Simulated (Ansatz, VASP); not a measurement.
## Two plane-wave programs on Ni

```
Ni
1.0
     2.44761    0.00000    0.00000
    -1.22381    2.11970    0.00000
     0.00000    0.00000    4.01425
Ni
2
Direct
  0.33333 0.66667 0.25000
  0.66667 0.33333 0.75000
```

Alike in both runs: task single point; functional PBEsol; k mesh 24 × 24 × 13; occupations fermi-dirac, width 0.05 eV; collinear spin.

|  | VASP | Ansatz |
| --- | --- | --- |
| version | VASP 6.6.1 | Ansatz 0.2.0 |
| potentials or method | VASP PAW PBE potentials, release 64 (Ni), cutoff 520 eV | plane waves (420 eV) with PAW, scalar-relativistic |
| valence electrons in the cell | 20 | 36 |

```tsv
	VASP	Ansatz	Ansatz less VASP
net moment per atom (μB)	0.63	0.64	+0.012
size of the moment on the site where the two differ most (μB)	0.63	0.67	+0.040
```

VASP's potentials were made for PBE, not for PBEsol, and Ansatz warns of the same on its side. Site moments also hang on the region over which each program counts them. VASP's potentials hold 20 valence electrons a cell and Ansatz's 36, so a difference there can come from the potentials and not from the codes.
